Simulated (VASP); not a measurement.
# NaWO3 in VASP: further runs, part 2 of 2

VASP 6.6.1.

**3. Single point, PBEsol**

Input file INCAR:

```
ALGO = Normal
EDIFF = 1E-7
ENCUT = 520
GGA = PS
ISIF = 2
ISMEAR = -1
ISYM = 0
LASPH = T
LCHARG = F
LREAL = Auto
LWAVE = F
NBANDS = 94
NELM = 100
PREC = Accurate
SIGMA = 0.3102
```

Input file KPOINTS:

```
Automatic mesh
0
Gamma
  1 1 1
  0.25 0.25 0.25
```

Input file POSCAR:

```
NaWO3
1.0
    6.6992580000      0.2351040000      0.2466970000
    0.2351040000      6.2448130000     -0.0511620000
    0.2466970000     -0.0511620000      6.4734860000
Na W O
4 4 12
Direct
    0.3453127693      0.3434865740      0.8915373936
    0.8323643129      0.3917361903      0.7581688179
    0.5881012305      0.7737455193      0.4798293468
    0.3609245012      0.1837454694      0.4438819817
    0.8804069424      0.2087899224      0.2897700495
   -0.0239576591     -0.1521487587      0.8852451442
    0.1290368101      0.6948985325      0.2466373457
    0.4827355015      0.7557378290     -0.0903118260
    0.9514637962      0.1315761336     -0.0996385203
    0.5385824638      0.5510743837     -0.2853608721
    0.7701799529      0.7452209590     -0.0234564637
    0.1320741058      0.0191774140      0.2352432475
    0.4469458342      0.8137840569      0.1886754097
    0.8483746928      0.0547696971      0.5160236132
    0.8929116318      0.5190899752      0.3111082747
    0.2820538595      0.5263236221      0.3814664816
    0.0012612691      0.7396419606      0.6239056377
    0.4334386472      0.9735855530      0.7498705597
    0.6385686341      0.3390084675      0.1831344634
    0.2119367896      0.6731844846     -0.0755363811
```

Potentials or basis: VASP PAW PBE potentials, release 64 (Na_pv, W_sv, O).

Started as:

```console
$ cat potpaw_PBE.64/Na_pv/POTCAR potpaw_PBE.64/W_sv/POTCAR potpaw_PBE.64/O/POTCAR > POTCAR
$ mpirun -np 1 vasp_std > vasp.out
```

OUTCAR:

```text
EDIFF = 1E-7
   ENCUT = 520
   GGA = PS
   ISIF = 2
   ISMEAR = -1
   ISYM = 0
   LASPH = T
   LREAL = Auto
   NELM = 100
   PREC = Accurate

 ion  position               nearest neighbor table
   1  0.345  0.343  0.892-  10 2.18  20 2.19   8 2.80
   2  0.832  0.392  0.758-   9 2.02  10 2.18
   3  0.588  0.774  0.480-  10 2.10  13 2.18  18 2.27   8 2.83
   4  0.361  0.184  0.444-  16 2.22
   5  0.880  0.209  0.290-  14 1.77  19 1.94  15 1.95  12 2.00   9 2.56   6 3.43
   6  0.976  0.848  0.885-  11 1.64   9 1.77  17 1.81  20 1.89   7 2.78   8 3.39   8 3.42   5 3.43

   7  0.129  0.695  0.247-  16 1.71  15 2.01  12 2.03  20 2.12  13 2.31  17 2.53   6 2.78   8 3.15

   8  0.483  0.756  0.910-  18 1.75  10 1.78  13 1.83  20 1.92  11 2.00   1 2.80   3 2.83   7 3.15
                             6 3.39   6 3.42
   9  0.951  0.132  0.900-   6 1.77   2 2.02   5 2.56
  10  0.539  0.551  0.715-   8 1.78   3 2.10   1 2.18   2 2.18
  11  0.770  0.745  0.977-   6 1.64   8 2.00
  12  0.132  0.019  0.235-   5 2.00   7 2.03
  13  0.447  0.814  0.189-   8 1.83   3 2.18   7 2.31
  14  0.848  0.055  0.516-   5 1.77
  15  0.893  0.519  0.311-   5 1.95   7 2.01
  16  0.282  0.526  0.381-   7 1.71   4 2.22
  17  0.001  0.740  0.624-   6 1.81   7 2.53
  18  0.433  0.974  0.750-   8 1.75   3 2.27
  19  0.639  0.339  0.183-   5 1.94
  20  0.212  0.673  0.924-   6 1.89   8 1.92   7 2.12   1 2.19

IMPORTANT INFORMATION: All symmetrisations will be switched off!
NOSYMM: (Re-)initialisation of all symmetry stuff for point group C_1.

----------------------------------------------------------------------------------------

                                     Primitive cell

  volume of cell :     270.0609

  direct lattice vectors                    reciprocal lattice vectors
     6.699258000  0.235104000  0.246697000     0.149681384 -0.005682288 -0.005749092
     0.235104000  6.244813000 -0.051162000    -0.005682288  0.160358981  0.001483913
     0.246697000 -0.051162000  6.473486000    -0.005749092  0.001483913  0.154707093

  length of vectors
[... 119 lines left out ...]
   GGA     = PS    functional components
   LHFCALC =     F    Hartree Fock is set to
   AEXX    =    0.0000 exact exchange contribution
   IVDW    =     0    specifies the selected vdW correction
   LEPSILON=     F    determine dielectric tensor
   LRPA    =     F    only Hartree local field effects (RPA)
 non-spin polarized calculation
  energy-cutoff  :      520.00
  volume of cell :      270.06
 maximum number of plane-waves:      7280
 NGX is ok and might be reduce to    50
   NGX = 25   NGY = 23   NGZ = 25

 number of electron     155.9999990 magnetization

 Free energy of the ion-electron system (eV)
  ---------------------------------------------------
  ext. energy  EPLUGINS =         0.00000000
  ---------------------------------------------------
  free energy    TOTEN  =      -153.00092969 eV

  energy without entropy =     -151.04712186  energy(sigma->0) =     -152.02402578

 E-fermi :   4.5411     XC(G=0): -10.1044

 val. band max:        4.1816974411   @ k =   0.2500   0.2500   0.2500
 cond. band min:       4.5838699801   @ k =   0.2500   0.2500   0.2500
 fundamental gap:      0.4021725390
 Fermi energy:         4.5410734331

 k-point     1 :       0.2500    0.2500    0.2500
  band No.  band energies     occupation
      1     -71.8961      2.00000
      2     -71.5932      2.00000
      3     -71.2571      2.00000
      4     -71.2522      2.00000
      5     -36.7684      2.00000
      6     -36.4957      2.00000
[... 82 lines left out ...]
     89       7.3820      0.00021
     90       7.5700      0.00011
 [bands above 90 left out]

------------------------ aborting loop because EDIFF is reached ----------------------------------------

  FORCE on cell =-STRESS in cart. coord.  units (eV):
  Direction    XX          YY          ZZ          XY          YZ          ZX
  --------------------------------------------------------------------------------------
  -------------------------------------------------------------------------------------
  Total       29.7357067     14.8338325     12.0351335      0.7688308     -2.7096684     -2.7570560
  in kB      176.4115874     88.0039602     71.4002540      4.5612052    -16.0755186    -16.3566526
  external PRESSURE =     111.9386005 kB  Pullay stress =       0.0000000 kB

 VOLUME and BASIS-vectors are now :
 -----------------------------------------------------------------------------
  energy-cutoff  :      520.00
  volume of cell :      270.06
      direct lattice vectors                 reciprocal lattice vectors
     6.699258000  0.235104000  0.246697000     0.149681384 -0.005682288 -0.005749092
     0.235104000  6.244813000 -0.051162000    -0.005682288  0.160358981  0.001483913
     0.246697000 -0.051162000  6.473486000    -0.005749092  0.001483913  0.154707093

 POSITION                                       TOTAL-FORCE (eV/Angst)
 -----------------------------------------------------------------------------------
      2.61403      2.18058      5.83897        -0.129379     -1.783387      0.474394
      5.85536      2.60322      5.09330        -0.202918      0.491495     -0.584645
      4.24013      4.94561      3.21166         0.845427     -0.249971     -1.448562
      2.57063      1.20960      2.95310         0.363326     -0.040158     -0.579568
      6.01865      1.49602      2.08233        -1.360740      1.694696     -2.287685
      6.95648      5.47885      5.92803         6.203192      3.944407     -4.445093
[... 12 lines left out ...]
      4.40282      2.25780      1.32571         0.867427     -3.211799      0.419021
      1.80615      4.20644      6.00235         0.254505     -1.445976      1.497846
 -----------------------------------------------------------------------------------
    total drift:                               -0.000667     -0.015139      0.003309

  FREE ENERGIE OF THE ION-ELECTRON SYSTEM (eV)
  ---------------------------------------------------
  free  energy   TOTEN  =      -153.0009296889 eV

  energy  without entropy=     -151.0471218646  energy(sigma->0) =     -152.02402578
```

It took 49 s on 1 thread of Intel Xeon 6975P-C (Granite Rapids), shared host; peak memory 0.33 GiB.

What came out:

```yaml
Free_energy: -153.0009 eV
Pressure: 11.2 GPa
Largest_force: 9.495 eV/Å
```

Forces on the atoms (eV/Å):
```
Na  -0.129 -1.783  0.474
Na  -0.203  0.491 -0.585
Na   0.845 -0.250 -1.449
Na   0.363 -0.040 -0.580
W   -1.361  1.695 -2.288
W    6.203  3.944 -4.445
W   -1.718  2.164  1.986
W    2.096  1.195  2.604
O    0.628  1.431  1.107
O    0.702 -2.313 -0.219
O   -8.458 -3.743  2.147
O   -1.146 -0.071 -0.217
O   -0.420  0.170  0.233
O   -2.102  1.992 -0.429
O    2.426  0.620  0.069
O    1.393 -2.710  1.211
O    0.334 -0.764 -0.454
O   -0.576  2.630 -1.083
O    0.867 -3.212  0.419
O    0.255 -1.446  1.498
```

Stress tensor (GPa, compression positive):
```
17.64  0.46 -1.64
 0.46  8.80 -1.61
-1.64 -1.61  7.14
```

Caveat: the k points lie up to 1.01 Å⁻¹ apart, too coarse for converged energies, forces and pressures; the atoms stand as in a frame of molecular dynamics; so wide a smearing shifts energies and pressures; the PAW data sets were made with another functional, which shifts forces and pressure a little; spin-orbit coupling is left out, which moves the levels of the heavy elements.
